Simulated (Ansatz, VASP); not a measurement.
One calculation of KCl, two programs

The input INCAR:

```
ALGO     = Normal         # electronic algorithm
EDIFF    = 1E-7           # SCF threshold, eV
ENCUT    = 520            # plane-wave cutoff, eV
GGA      = PE             # functional
ISIF     = 2              # what is computed and relaxed
ISMEAR   = -1             # smearing method
LASPH    = True           # aspherical terms in the spheres
LCHARG   = True           # write CHGCAR
LELF     = True           # ELF
LREAL    = False          # projectors in reciprocal space
LVHAR    = True         
LWAVE    = False          # write WAVECAR
NBANDS   = 15             # bands
NELM     = 100            # most SCF steps
PREC     = Accurate       # precision mode
SIGMA    = 0.02           # smearing width, eV
```

Contents of KPOINTS:

```
k-points
0
Gamma
  8 8 8
```

POSCAR

```
KCl
1.0
    0.0000000000      3.1093115361      3.1448483221
    3.1093115361      0.0000000000      3.1448483221
    3.1093115361      3.1093115361      0.0000000000
K Cl
1 1
Direct
    0.0000000000      0.0000000000      0.0000000000
    0.5000000000      0.5000000000      0.5000000000
```

Input for Ansatz:

```yaml
crystal:
  lattice:
    - [0.0, 3.1093115361, 3.1448483221]
    - [3.1093115361, 0.0, 3.1448483221]
    - [3.1093115361, 3.1093115361, 0.0]
  atoms:
    - { symbol: K, position: [0.0, 0.0, 0.0] }
    - { symbol: Cl, position: [0.5, 0.5, 0.5] }
kpoints:
  mp_grid: { grid: [8, 8, 8] }
  band_path:
    path:
      - [0.0, 0.0, 0.0]
      - [0.5, 0.0, 0.5]
      - [0.625, 0.25, 0.625]
      - [0.375, 0.375, 0.75]
      - [0.5, 0.5, 0.5]
      - [0.5, 0.25, 0.75]
    npoints: 1
hamiltonian:
  xc: pbe
scf:
  occupations: { method: fermi_dirac, width: 0.02 }
  n_extra_bands: 4
output:
  forces: true
  stress: true
  eigenvalues: true
```

Change from the starting cell: biaxial_xy strain -1.1%.

Alike in both runs: task single point; functional PBE; k mesh 8 × 8 × 8; occupations fermi-dirac, width 0.02 eV; no spin polarisation.

```csv
,VASP,Ansatz
version,VASP 6.6.1,Ansatz 0.2.0
potentials or method,"VASP PAW PBE potentials, release 64 (K_sv, Cl)","plane waves, PAW"
plane-wave cutoff (eV),520,420
valence electrons in the cell,16,16
```

|  | VASP | Ansatz | Ansatz less VASP |
| --- | --- | --- | --- |
| gap on the k mesh at the Fermi level (eV) | 5.27 | 5.27 | +0.003 |
| pressure (GPa) | 1.3 | 1.3 | -0.03 |
| traceless stress, the component that is largest in VASP (GPa) | -0.32 | -0.32 | +0.006 |

With one functional, cell and mesh, what is left measures potentials, basis and numerics.
